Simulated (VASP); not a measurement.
Wanted: the native input for a VASP 6.6.1 run.

* Task: single point
* Functional: LDA
* Potentials or basis: VASP PAW LDA potentials, release 64 (Ga_d)
* Cutoff: 520 eV
* k mesh: 7 × 7 × 1
* Occupations: fermi-dirac, width 0.05 eV
* Spin: no spin polarisation
* Dipole correction: yes
* Further INCAR settings: ALGO = Normal; EDIFF = 1e-06; NBANDS = 20

The structure of Ga lies in POSCAR:

```
Ga
1.0
    4.3304700000      0.0000000000      0.0000000000
   -2.1652300000      3.7503000000      0.0000000000
    0.0000000000      0.0000000000     23.8000000000
Ga
2
Direct
    0.3333300000      0.6666700000      0.2941200000
    0.6666700000      0.3333300000      0.2941200000
```

These files were run (other wordings do the same):

INCAR

```
PREC = Accurate ; ENCUT = 520
EDIFF = 1E-6 ; ISMEAR = -1
SIGMA = 0.05 ; LREAL = F
LASPH = T ; NELM = 60
ALGO = Normal ; ISIF = 2
LWAVE = F ; LCHARG = T
LDIPOL = T ; IDIPOL = 3
DIPOL = 0.5 0.5 0.294 ; LELF = T
LVHAR = T ; LVACPOTAV = T
NBANDS = 20
```

KPOINTS

```
regular mesh
0
Gamma
  7 7 1
```

Potentials or basis: VASP PAW LDA potentials, release 64 (Ga_d).

Run with:

```bash
$ cat potpaw_LDA.64/Ga_d/POTCAR > POTCAR
$ mpirun -np 1 vasp_std > vasp.out
```

Results of the run:

- Band gap on the k mesh: zero (bands 13 and 14 overlap by 1.25 eV)

It took 2.8 min on 1 thread of Intel Xeon 8259CL, on a shared host, peak memory 0.37 GiB.
